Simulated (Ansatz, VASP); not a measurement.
**Two plane-wave programs on Hf2S**

Contents of POSCAR:

```
Hf2S
1.0
    3.3742737662      0.0000000000      0.0000000000
   -1.6871368831      2.9222068008      0.0000000000
    0.0000000000      0.0000000000     11.7174070300
Hf S
4 2
Direct
    0.6666666700      0.3333333300      0.8998116400
    0.3333333300      0.6666666700      0.3998116400
    0.6666666700      0.3333333300      0.6001883600
    0.3333333300      0.6666666700      0.1001883600
    0.0000000000      0.0000000000      0.7500000000
    0.0000000000      0.0000000000      0.2500000000
```

Contents of INCAR.step1:

```
SYSTEM = Hf2S
PREC = Accurate
ENCUT = 520
ISMEAR = 0
SIGMA = 0.1
LREAL = .FALSE.
LASPH = .TRUE.
NELM = 60
NBANDS = 35
GGA = PE
ALGO = Normal
EDIFF = 1E-4
LWAVE = .TRUE.
LCHARG = .FALSE.
```

Contents of INCAR.step2:

```
SYSTEM = Hf2S
PREC = Accurate
ENCUT = 520
EDIFF = 1E-7
ISMEAR = 0
SIGMA = 0.1
LREAL = .FALSE.
LASPH = .TRUE.
NELM = 60
ALGO = Normal
ISIF = 2
LWAVE = .FALSE.
LCHARG = .TRUE.
METAGGA = R2SCAN
LMIXTAU = .TRUE.
LELF = .TRUE.
LVHAR = .TRUE.
NBANDS = 35
ISTART = 1
```

File KPOINTS:

```
regular mesh
0
G
  6 6 2
  0 0 0
```

Input for Ansatz:

```yaml
crystal:
  lattice:
    - [3.3742737662, 0.0, 0.0]
    - [-1.6871368831, 2.9222068008, 0.0]
    - [0.0, 0.0, 11.71740703]
  atoms:
    - { symbol: Hf, position: [0.66666667, 0.33333333, 0.89981164] }
    - { symbol: Hf, position: [0.33333333, 0.66666667, 0.39981164] }
    - { symbol: Hf, position: [0.66666667, 0.33333333, 0.60018836] }
    - { symbol: Hf, position: [0.33333333, 0.66666667, 0.10018836] }
    - { symbol: S, position: [0.0, 0.0, 0.75] }
    - { symbol: S, position: [0.0, 0.0, 0.25] }
basis:
  ecutwfc: 500
kpoints:
  mp_grid: { grid: [6, 6, 2] }
hamiltonian:
  xc: r2scan
scf:
  occupations: { method: gaussian, width: 0.1 }
output:
  forces: true
  stress: true
  eigenvalues: true
```

Alike in both runs: task single point; functional r2SCAN; k mesh 6 × 6 × 2; occupations gaussian, width 0.1 eV; no spin polarisation.

```csv
,VASP,Ansatz
version,VASP 6.6.1,Ansatz 0.2.0
potentials or method,"VASP PAW PBE potentials, release 64 (Hf_pv, S), cutoff 520 eV","scalar-relativistic, plane waves, PAW"
valence electrons in the cell,52,116
```

Ansatz gave:

- gap on the k mesh at the Fermi level (eV): none
- pressure (GPa): 0.8
- traceless stress, the component that is largest in VASP (GPa): -0.10
- rms of the force components (eV/Å): 0.020

Question: What did VASP give for the same quantities?

Answer: gap on the k mesh at the Fermi level (eV): none; pressure (GPa): -0.1; traceless stress, the component that is largest in VASP (GPa): -0.22; rms of the force components (eV/Å): 0.022.

VASP's potentials were made for PBE, not for r2SCAN. Atom by atom the forces differ by 0.002 eV/Å (rms over components). A gap of «none» marks a metal or a gap that the smearing closes. The functional is the same, so the differences come from potentials, cutoffs and numerics. VASP's potentials hold 52 valence electrons a cell and Ansatz's 116, so a difference there can come from the potentials and not from the codes.

Spin-orbit coupling is off throughout.
